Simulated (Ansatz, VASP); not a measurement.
**One calculation of P, two programs**

```xyz
1
Lattice="2.6348 0.0000 0.0000 -1.3174 2.2818 0.0000 0.0000 0.0000 2.4494" Properties=species:S:1:pos:R:3 pbc="T T T"
P     0.0000    0.0000    1.2247
```

Alike in both runs: functional PBE; k mesh 24 × 24 × 22; occupations gaussian, width 0.1 eV; no spin polarisation.

Ansatz relaxed the structure, and its values are those at the end. VASP's run is a single point on that final structure, the one shown.

```csv
,VASP,Ansatz
version,VASP 6.6.1,Ansatz 0.2.0
potentials or method,"VASP PAW PBE potentials, release 64 (P), cutoff 520 eV","scalar-relativistic, plane waves, PAW"
valence electrons in the cell,5,5
```

Ansatz gave:

```
gap on the k mesh at the Fermi level (eV) : none
pressure (GPa)                            : 0.0
```

Q: Estimate VASP's values.

A: gap on the k mesh at the Fermi level (eV): none; pressure (GPa): -0.2.

A gap of «none» marks a metal or a gap that the smearing closes. The functional is the same, so the differences come from potentials, cutoffs and numerics.
